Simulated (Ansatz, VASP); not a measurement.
## BP: VASP beside Ansatz

The input INCAR:

```
SYSTEM = BP
ALGO = Normal
EDIFF = 1E-6
EDIFFG = -0.01
ENCUT = 600
GGA = PE
IBRION = 2
ISIF = 3
ISMEAR = -1
IVDW = 13
LASPH = .True.
LCHARG = .False.
LREAL = .False.
LWAVE = .False.
NELM = 100
NSW = 60
PREC = Accurate
SIGMA = 0.05
```

The input KPOINTS:

```
k-points
0
Gamma
  10 10 10
  0 0 0
```

The input POSCAR:

```
BP
1.0
    0.0000000000      2.2690000000      2.2690000000
    2.2690000000      0.0000000000      2.2690000000
    2.2690000000      2.2690000000      0.0000000000
P B
1 1
Direct
    0.7500000000      0.7500000000      0.7500000000
    0.0000000000      0.0000000000      0.0000000000
```

input.yaml

```yaml
crystal:
  lattice:
    - [0.0, 2.269, 2.269]
    - [2.269, 0.0, 2.269]
    - [2.269, 2.269, 0.0]
  atoms:
    - { symbol: P, position: [0.75, 0.75, 0.75] }
    - { symbol: B, position: [0.0, 0.0, 0.0] }
hamiltonian:
  xc: pbe
  pseudopotentials: { kind: paw }
  dispersion: d4
kpoints:
  mp_grid: { grid: [10, 10, 10] }
scf:
  occupations: { method: fermi_dirac, width: 0.05 }
output:
  forces: true
  stress: true
relax:
  f_tol: 0.01
  max_steps: 40
  cell: { stress_tol: 0.05 }
```

Alike in both runs: task relaxation of cell and atoms; functional PBE; dispersion D4; k mesh 10 × 10 × 10; occupations fermi-dirac, width 0.05 eV; no spin polarisation.

|  | VASP | Ansatz |
| --- | --- | --- |
| version | VASP 6.6.1 | Ansatz 0.2.0 |
| potentials or method | VASP PAW PBE potentials, release 64 (P, B) | Ansatz PAW |
| plane-wave cutoff (eV) | 600 | 420 |
| valence electrons in the cell | 8 | 8 |

VASP gave:

- relaxed volume (Å³/atom): 11.40
- relaxed cell length with the largest relative difference (Å): 3.183

**Question.** What did Ansatz give for the same quantities?

**Answer.** Relaxed volume (Å³/atom): 11.42; relaxed cell length with the largest relative difference (Å): 3.185.

Noted on Ansatz's run: the plane-wave basis is chosen anew once the cell has moved, so the energies of steps on either side of that aren't comparable.
